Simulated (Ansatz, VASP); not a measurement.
# NaI: VASP beside Ansatz

```
CELL_PARAMETERS angstrom
3.62185 0.00000 0.00000
-1.81093 3.13662 0.00000
0.00000 0.00000 21.00000
ATOMIC_POSITIONS crystal
Na 0.33333 0.66667 0.44122
Na 0.66667 0.33333 0.55878
I 0.00000 0.00000 0.35033
I 0.00000 0.00000 0.64967
```

Change from the starting cell: species swapped into a sheet of the ZrBr type.

Alike in both runs: task single point; functional PBE; k mesh 6 × 6 × 1; occupations gaussian, width 0.1 eV; no spin polarisation.

|  | VASP | Ansatz |
| --- | --- | --- |
| version | VASP 6.6.1 | Ansatz 0.2.0 |
| potentials or method | VASP PAW PBE potentials, release 64 (Na_pv, I), cutoff 520 eV | scalar-relativistic, plane waves, PAW |
| valence electrons in the cell | 28 | 52 |

```csv
,VASP,Ansatz,Ansatz less VASP
gap on the k mesh at the Fermi level (eV),none,none,-
rms of the force components (eV/Å),0.311,0.304,-0.0067
```

Atom by atom the forces differ by 0.008 eV/Å (rms over components). A gap of «none» marks a metal or a gap that the smearing closes. VASP's potentials hold 28 valence electrons a cell and Ansatz's 52, so a difference there can come from the potentials and not from the codes. Ansatz's warnings: slab cell height set, structure snapped to symmetry.

Spin-orbit coupling is off throughout.
